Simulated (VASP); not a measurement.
# BePtBr6: relaxation of cell and atoms with PBE

The system is BePtBr6.

```xyz
8
Lattice="0.0000 5.3460 5.3460 5.3460 0.0000 5.3460 5.3460 5.3460 0.0000" Properties=species:S:1:pos:R:3 pbc="T T T"
Be    5.3460    5.3460    5.3460
Pt    0.0000    0.0000    0.0000
Br    2.7455    5.3460    5.3460
Br    7.9466    5.3460    5.3460
Br    5.3460    2.7455    5.3460
Br    5.3460    7.9466    5.3460
Br    5.3460    5.3460    2.7455
Br    5.3460    5.3460    7.9466
```

```json
{
 "Program": "VASP 6.6.1",
 "Task": "relaxation of cell and atoms",
 "Functional": "PBE",
 "Potentials or basis": "VASP PAW PBE potentials, release 64 (Be, Pt, Br)",
 "Cutoff": "600 eV",
 "k mesh": "4 × 4 × 4",
 "Occupations": "gaussian, width 0.1 eV",
 "Spin": "no spin polarisation",
 "Dipole correction": "no",
 "Further INCAR settings": "ALGO = Normal; EDIFF = 1e-07; IBRION = 2; EDIFFG = -0.04; NSW = 90; ISIF = 3"
}
```

The relaxed volume is 31.28 Å³/atom and the relaxed cell is a = 7.073 Å, b = 7.073 Å, c = 7.073 Å, α = 60.00°, β = 60.00°, γ = 60.00°. The space group after relaxing (to 0.05 Å) is Fm-3m (No. 225). The energy gained by relaxing is 126.7 meV/atom and the ionic steps are 4. The pressure after relaxing is 0.1 GPa, the largest force after relaxing is 0.030 eV/Å and the band gap on the k mesh is zero (band 27 reaches 0.01 eV, above the bottom of band 28 at -0.16 eV).

Forces in eV/Å, atoms in the order of the input:
```
Be   0.000  0.000  0.000
Pt   0.000  0.000  0.000
Br  -0.030  0.000  0.000
Br   0.030  0.000  0.000
Br   0.000 -0.030  0.000
Br   0.000  0.030  0.000
Br   0.000  0.000 -0.030
Br   0.000  0.000  0.030
```

Step by step:
```tsv
step	energy change (eV)	largest force (eV/Å)	pressure (GPa)	volume (Å³)
1	0.0000	0.3687	-4.70	305.58
2	-0.9849	0.1348	-1.10	258.65
3	-1.0138	0.0440	-0.04	251.23
4	-1.0136	0.0299	0.13	250.22
```

Final structure:
```
CELL_PARAMETERS angstrom
0.00000 5.00145 5.00145
5.00145 0.00000 5.00145
5.00145 5.00145 0.00000
ATOMIC_POSITIONS crystal
Be 0.50000 0.50000 0.50000
Pt 0.00000 0.00000 0.00000
Br 0.74522 0.25478 0.25478
Br 0.25478 0.74522 0.74522
Br 0.25478 0.74522 0.25478
Br 0.74522 0.25478 0.74522
Br 0.25478 0.25478 0.74522
Br 0.74522 0.74522 0.25478
```

Levels at points of the mesh, in eV from the Fermi level:
```tsv
k point	band 24	band 25	band 26	band 27	band 28	band 29	band 30	band 31
(0.00, 0.00, 0.00)	-0.62	0.15	0.15	0.15	1.17	1.60	1.60	5.12
(0.50, 0.00, 0.00)	-0.45	-0.39	-0.39	-0.38	0.66	0.66	3.17	3.97
(0.50, 0.50, 0.00)	-0.71	-0.71	-0.04	-0.04	0.14	1.59	4.96	5.80
```

Wall time 6.6 min on 1 thread of Intel(R) Xeon(R) Platinum 8488C (Sapphire Rapids) (shared host), peak memory 0.59 GiB.

Caveat: the volume moved by over 15 % at a fixed basis, so the end points are rough; spin-orbit coupling is left out, which moves the levels of the heavy elements.
